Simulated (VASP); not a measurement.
# ZnS (P1) in VASP: single point with PBE

Aim: the single point of ZnS with PBE.

All numbers are computed with VASP 6.6.1; they aren't measurements. Logs are shortened: lines on timing, memory, paths and dates and some standing lists are left out, and cuts for length are marked.

## Step 1: The cell of the first run

The typed cell holds 4 atoms: a = 3.897 Å, b = 3.758 Å, c = 5.509 Å, α = 90.45°, β = 93.57°, γ = 90.26°.

## Step 2: Single point, PBE

The input, INCAR:

```
SYSTEM = ZnS
PREC     = Accurate       ! precision mode
ENCUT    = 520            ! plane-wave cutoff, eV
EDIFF    = 1E-6           ! SCF threshold, eV
ISMEAR   = 0              ! smearing method
SIGMA    = 0.05           ! smearing width, eV
LREAL    = .False.        ! projectors in reciprocal space
LASPH    = .True.         ! aspherical terms in the spheres
NELM     = 60             ! most SCF steps
ALGO     = Normal         ! electronic algorithm
ISIF     = 2              ! what is computed and relaxed
LWAVE    = .False.        ! write WAVECAR
LCHARG   = .False.        ! write CHGCAR
GGA      = PE             ! functional
NBANDS   = 26             ! bands
```

The input, KPOINTS:

```
Automatic mesh
0
Gamma
  6 6 4
  0 0 0
```

The input, POSCAR:

```
ZnS
1.0
   -0.1213700919     -2.7605313146     -2.7481266185
   -0.0152828970      2.6636368340     -2.6512321379
    5.5058570044      0.1060871949      0.1366529889
Zn S
2 2
Direct
    0.4973493265      0.5002652076      0.5001378318
    0.0050103924     -0.0034996141     -0.0001859129
   -0.0016395792      0.5034296469      0.2502939423
    0.4992798602     -0.0001952404      0.7497541387
```

Potentials or basis: VASP PAW PBE potentials, release 64 (Zn, S).

On the command line:

```bash
cat potpaw_PBE.64/Zn/POTCAR potpaw_PBE.64/S/POTCAR > POTCAR
mpirun -np 1 vasp_std > vasp.out
```

OUTCAR:

```text
SYSTEM = ZnS
   PREC = Accurate
   ENCUT = 520
   EDIFF = 1E-6
   ISMEAR = 0
   LREAL = .False.
   LASPH = .True.
   NELM = 60
   ISIF = 2
   GGA = PE

 ion  position               nearest neighbor table
   1  0.497  0.500  0.500-   3 2.31   4 2.32   4 2.34   3 2.46
   2  0.005  0.997  1.000-   3 2.32   4 2.33   3 2.34   4 2.44
   3  0.998  0.503  0.250-   1 2.31   2 2.32   2 2.34   1 2.46
   4  0.499  1.000  0.750-   1 2.32   2 2.33   1 2.34   2 2.44

  LATTYP: Found a triclinic cell.
 ALAT       =     7.5789893630
 B/A-ratio  =     0.4958736609
 C/A-ratio  =     0.5141991207
 COS(alpha) =     0.0044568826
 COS(beta)  =     0.4711546955
 COS(gamma) =     0.5039184141

  Lattice vectors:

 A1 = (   5.3997698095,  -5.3180809537,   0.0397585083)
 A2 = (   0.0152828970,  -2.6636368340,   2.6512321379)
 A3 = (  -0.1213700919,  -2.7605313146,  -2.7481266185)

Analysis of symmetry for initial positions (statically):
=====================================================================
 Subroutine PRICEL returns:
 Original cell was already a primitive cell.

 Routine SETGRP: Setting up the symmetry group for a
 triclinic supercell.

 Subroutine GETGRP returns: Found  1 space group operations
 (whereof  1 operations were pure point group operations)
 out of a pool of  2 trial point group operations.

The static configuration has the point symmetry C_1 .

Analysis of symmetry for dynamics (positions and initial velocities):
=====================================================================
 Subroutine PRICEL returns:
 Original cell was already a primitive cell.

 Routine SETGRP: Setting up the symmetry group for a
 triclinic supercell.

 Subroutine GETGRP returns: Found  1 space group operations
 (whereof  1 operations were pure point group operations)
 out of a pool of  2 trial point group operations.

The dynamic configuration has the point symmetry C_1 .

 Subroutine INISYM returns: Found  1 space group operations
 (whereof  1 operations are pure point group operations),
 and found     1 'primitive' translations

----------------------------------------------------------------------------------------

                                     Primitive cell

  volume of cell :      80.5196

  direct lattice vectors                    reciprocal lattice vectors
    -0.121370092 -2.760531315 -2.748126619     0.008013645 -0.181262840 -0.182157135
    -0.015282897  2.663636834 -2.651232138     0.001064260  0.187708350 -0.188602644
     5.505857004  0.106087195  0.136652989     0.181804373 -0.003474693 -0.004538952

  length of vectors
     3.897109666  3.758221202  5.508574215     0.257102426  0.266094935  0.181894216

  position of ions in fractional coordinates (direct lattice)
     0.497349327  0.500265208  0.500137832
     0.005010392  0.996500386  0.999814087
     0.998360421  0.503429647  0.250293942
     0.499279860  0.999804760  0.749754139

  ion indices of the primitive-cell ions
   primitive index   ion index
                 1           1
                 2           2
                 3           3
                 4           4

----------------------------------------------------------------------------------------

 KPOINTS: Automatic mesh

Automatic generation of k-mesh.
 Grid dimensions read from file:
 generate k-points for:    6    6    4

 Generating k-lattice:

  Cartesian coordinates                     Fractional coordinates (reciprocal lattice)
     0.001335607 -0.030210473 -0.030359522     0.166666667  0.000000000  0.000000000
     0.000177377  0.031284725 -0.031433774     0.000000000  0.166666667  0.000000000
     0.045451093 -0.000868673 -0.001134738    -0.000000000  0.000000000  0.250000000

  Length of vectors
     0.042850404  0.044349156  0.045473554

  Shift w.r.t. Gamma in fractional coordinates (k-lattice)
     0.000000000  0.000000000  0.000000000

 Subroutine IBZKPT returns following result:
 ===========================================

 Found     76 irreducible k-points:

 Following reciprocal coordinates:
            Coordinates               Weight
  0.000000  0.000000  0.000000      1.000000
  0.166667  0.000000 -0.000000      2.000000
  0.333333  0.000000  0.000000      2.000000
  0.500000  0.000000  0.000000      1.000000
  0.000000  0.166667  0.000000      2.000000
  0.166667  0.166667  0.000000      2.000000
[... 16 lines left out ...]
  0.333333  0.000000  0.250000      2.000000
  0.500000  0.000000  0.250000      2.000000
 [... further k-points ...]
   k-points           NKPTS =     76   k-points in BZ     NKDIM =     76   number of bands    NBANDS=     26
   number of dos      NEDOS =    301   number of ions     NIONS =      4
   total plane-waves  NPLWV =  35280
   dimension x,y,z NGX =    30 NGY =   28 NGZ =   42
   dimension x,y,z NGXF=    60 NGYF=   56 NGZF=   84
   ions per type =               2   2
   NGX,Y,Z   is equivalent  to a cutoff of  12.80, 12.39, 12.68 a.u.
   NGXF,Y,Z  is equivalent  to a cutoff of  25.60, 24.77, 25.35 a.u.
 SYSTEM =  ZnS
   PREC   = accura    normal or accurate (medium, high low for compatibility)
   ISTART =      0    job   : 0-new  1-cont  2-samecut
   ICHARG =      2    charge: 1-file 2-atom 10-const
   ISPIN  =      1    spin polarized calculation?
   LNONCOLLINEAR =      F non collinear calculations
   LSORBIT =      F    spin-orbit coupling
   LASPH  =      T    aspherical Exc in radial PAW
   ENCUT  =  520.0 eV  38.22 Ry    6.18 a.u.   7.25  6.99 10.24*2*pi/ulx,y,z
   NELM   =     60;   NELMIN=  2; NELMDL= -5     # of ELM steps
   EDIFF  = 0.1E-05   stopping-criterion for ELM
   LREAL  =      F    real-space projection
   EDIFFG = 0.1E-04   stopping-criterion for IOM
   NSW    =      0    number of steps for IOM
   IBRION =     -1    ionic relax: 0-MD 1-quasi-New 2-CG
   NFREE  =      0    steps in history (QN), initial steepest desc. (CG)
   ISIF   =      2    stress and relaxation
   ISYM   =      2    0-nonsym 1-usesym 2-fastsym
   POTIM  = 0.5000    time-step for ionic-motion
   TEBEG  =    0.0;   TEEND  =   0.0 temperature during run
   PSTRESS=    0.0 pullay stress
   NELECT =      36.0000    total number of electrons
   NUPDOWN=      -1.0000    fix difference up-down
   EMIN   =  10.00;   EMAX   =-10.00  energy-range for DOS
   EFERMI =   0.00;   METHOD = LEGACY
   ISMEAR =     0;   SIGMA  =   0.05  broadening in eV -4-tet -1-fermi 0-gaus
   EFERMI_NEDOS =   21; number of points for ismear=-14 and -15
   IALGO  =     38    algorithm
   IMIX   =      4    mixing-type and parameters
     AMIX     =   0.40;   BMIX     =  1.00
     AMIX_MAG =   1.60;   BMIX_MAG =  1.00
  volume/ion in A,a.u.               =      20.13       135.84
  Fermi-wavevector in a.u.,A,eV,Ry     =   1.251820  2.365596 21.321041  1.567052
  Thomas-Fermi vector in A             =   2.385749
   LORBIT       =      0    0 simple, 1 ext, 2 COOP (PROOUT), +10 PAW based schemes
   GGA     = PE    functional components
   LHFCALC =     F    Hartree Fock is set to
   AEXX    =    0.0000 exact exchange contribution
   IVDW    =     0    specifies the selected vdW correction
   LEPSILON=     F    determine dielectric tensor
   LRPA    =     F    only Hartree local field effects (RPA)
 non-spin polarized calculation
 Gauss-broadening in eV      SIGMA  =   0.05
  energy-cutoff  :      520.00
  volume of cell :       80.52
 maximum number of plane-waves:      2198
 NGX is ok and might be reduce to    30
   NGX = 15   NGY = 13   NGZ = 21

 number of electron      36.0000013 magnetization

 Free energy of the ion-electron system (eV)
  ---------------------------------------------------
  ext. energy  EPLUGINS =         0.00000000
  ---------------------------------------------------
  free energy    TOTEN  =       -13.62319575 eV

  energy without entropy =      -13.62319575  energy(sigma->0) =      -13.62319575

 E-fermi :   2.3173     XC(G=0):  -9.5345

 val. band max:        2.0376208511   @ k =   0.0000   0.0000   0.0000
 cond. band min:       3.8934336404   @ k =   0.0000   0.0000   0.0000
 fundamental gap:      1.8558127893
 Fermi energy:         2.3173111994

 k-point     1 :       0.0000    0.0000    0.0000
  band No.  band energies     occupation
      1     -11.0868      2.00000
      2      -9.9102      2.00000
      3      -4.3688      2.00000
      4      -4.3607      2.00000
      5      -4.3508      2.00000
      6      -4.3256      2.00000
[... 18 lines left out ...]
     25      12.3508      0.00000
     26      13.5200      0.00000

 k-point     2 :       0.1667    0.0000   -0.0000
  band No.  band energies     occupation
      1     -10.9601      2.00000
      2      -9.9204      2.00000
      3      -4.3533      2.00000
      4      -4.3341      2.00000
      5      -4.3139      2.00000
      6      -4.3036      2.00000
[... 18 lines left out ...]
     25      11.5835      0.00000
     26      12.5585      0.00000

 k-point     3 :       0.3333    0.0000    0.0000
  band No.  band energies     occupation
      1     -10.6328      2.00000
      2     -10.0059      2.00000
      3      -4.3109      2.00000
      4      -4.2823      2.00000
      5      -4.2537      2.00000
      6      -4.2419      2.00000
[... 18 lines left out ...]
     25      10.6689      0.00000
     26      11.0892      0.00000

 k-point     4 :       0.5000    0.0000    0.0000
  band No.  band energies     occupation
      1     -10.2631      2.00000
      2     -10.2502      2.00000
      3      -4.2548      2.00000
      4      -4.2467      2.00000
      5      -4.2217      2.00000
      6      -4.2017      2.00000
[... 18 lines left out ...]
     25      10.0270      0.00000
     26      10.0411      0.00000

 k-point     5 :       0.0000    0.1667    0.0000
  band No.  band energies     occupation
      1     -10.9440      2.00000
      2      -9.8994      2.00000
      3      -4.3623      2.00000
      4      -4.3326      2.00000
      5      -4.3018      2.00000
      6      -4.2942      2.00000
[... 18 lines left out ...]
     25      11.4430      0.00000
     26      12.6178      0.00000

 k-point     6 :       0.1667    0.1667    0.0000
  band No.  band energies     occupation
      1     -10.8217      2.00000
      2      -9.9008      2.00000
      3      -4.3747      2.00000
      4      -4.3047      2.00000
      5      -4.2646      2.00000
      6      -4.2566      2.00000
[... 427 lines left out ...]
 k-point    21 :      -0.0000    0.0000    0.2500
  band No.  band energies     occupation
      1     -10.9388      2.00000
      2     -10.1124      2.00000
      3      -4.3819      2.00000
      4      -4.3740      2.00000
      5      -4.3173      2.00000
      6      -4.2896      2.00000
[... 18 lines left out ...]
     25      11.3426      0.00000
     26      11.8602      0.00000

 k-point    22 :       0.1667    0.0000    0.2500
  band No.  band energies     occupation
      1     -10.7976      2.00000
      2     -10.1285      2.00000
      3      -4.3576      2.00000
      4      -4.3288      2.00000
      5      -4.2971      2.00000
      6      -4.2713      2.00000
[... 18 lines left out ...]
     25      10.7720      0.00000
     26      11.7121      0.00000

 k-point    23 :       0.3333    0.0000    0.2500
  band No.  band energies     occupation
      1     -10.4897      2.00000
      2     -10.1560      2.00000
      3      -4.2774      2.00000
      4      -4.2651      2.00000
      5      -4.2594      2.00000
      6      -4.2176      2.00000
[... 18 lines left out ...]
     25      10.1899      0.00000
     26      10.4568      0.00000

 k-point    24 :       0.5000    0.0000    0.2500
  band No.  band energies     occupation
      1     -10.3094      2.00000
      2     -10.1796      2.00000
      3      -4.2732      2.00000
      4      -4.2443      2.00000
      5      -4.2295      2.00000
      6      -4.2149      2.00000
[... 18 lines left out ...]
     25       9.9254      0.00000
     26      10.5599      0.00000

 [... further k-points ...]

------------------------ aborting loop because EDIFF is reached ----------------------------------------

  FORCE on cell =-STRESS in cart. coord.  units (eV):
  Direction    XX          YY          ZZ          XY          YZ          ZX
  --------------------------------------------------------------------------------------
  -------------------------------------------------------------------------------------
  Total        0.0907889      0.3898836      0.4904300     -1.1762399     -1.0624389     -1.3692502
  in kB        1.8065141      7.7578933      9.7585629    -23.4047895    -21.1403787    -27.2453023
  external PRESSURE =       6.4409901 kB  Pullay stress =       0.0000000 kB

 VOLUME and BASIS-vectors are now :
 -----------------------------------------------------------------------------
  energy-cutoff  :      520.00
  volume of cell :       80.52
      direct lattice vectors                 reciprocal lattice vectors
    -0.121370092 -2.760531315 -2.748126619     0.008013645 -0.181262840 -0.182157135
    -0.015282897  2.663636834 -2.651232138     0.001064260  0.187708350 -0.188602644
     5.505857004  0.106087195  0.136652989     0.181804373 -0.003474693 -0.004538952

 POSITION                                       TOTAL-FORCE (eV/Angst)
 -----------------------------------------------------------------------------------
      2.68568      0.01263     -2.62475        -0.123383     -0.220017     -0.142744
      5.48900      2.74655     -2.51910        -0.132182     -0.032042     -0.178299
      1.24922     -1.38850     -4.04413         0.086805      0.088731      0.268647
      4.05216      1.36438     -3.92034         0.168760      0.163327      0.052396
 -----------------------------------------------------------------------------------
    total drift:                               -0.000099      0.001055     -0.001101

  FREE ENERGIE OF THE ION-ELECTRON SYSTEM (eV)
  ---------------------------------------------------
  free  energy   TOTEN  =       -13.6231957493 eV

  energy  without entropy=      -13.6231957493  energy(sigma->0) =      -13.62319575
```

Wall time 3 min (1 thread of AMD EPYC 7R43 (Zen 3), shared host); peak memory 0.22 GiB.

Results:

```
Free energy            : -13.6232 eV
Pressure               : 0.6 GPa
Largest force          : 0.296 eV/Å
Band gap on the k mesh : 1.86 eV
```

Forces in eV/Å, atoms in the order of the input:
```
Zn  -0.123 -0.220 -0.143
Zn  -0.132 -0.032 -0.178
S    0.087  0.089  0.269
S    0.169  0.163  0.052
```

Levels at points of the mesh, in eV from the valence-band top:
| k point | band 16 | band 17 | band 18 | band 19 | band 20 | band 21 |
| --- | --- | --- | --- | --- | --- | --- |
| (0.00, 0.00, 0.00) | -0.30 | -0.05 | 0.00 | 1.86 | 3.33 | 4.14 |
| (0.50, 0.00, 0.00) | -2.59 | -0.87 | -0.83 | 4.84 | 4.85 | 6.43 |
| (0.00, 0.50, 0.00) | -2.55 | -1.03 | -0.99 | 4.50 | 4.52 | 6.49 |
| (0.50, 0.50, 0.00) | -2.45 | -2.12 | -2.03 | 3.17 | 3.22 | 3.97 |
| (0.00, 0.00, 0.50) | -1.38 | -1.14 | -1.12 | 4.18 | 4.18 | 4.64 |
| (0.50, 0.00, 0.50) | -0.95 | -0.76 | -0.67 | 2.96 | 3.54 | 6.44 |
| (0.00, 0.50, 0.50) | -1.04 | -0.98 | -0.94 | 3.00 | 3.09 | 6.49 |
| (0.50, 0.50, 0.50) | -2.78 | -2.72 | -2.68 | 5.27 | 5.34 | 5.87 |

PBE gaps usually lie below the measured ones, often by a third to a half.
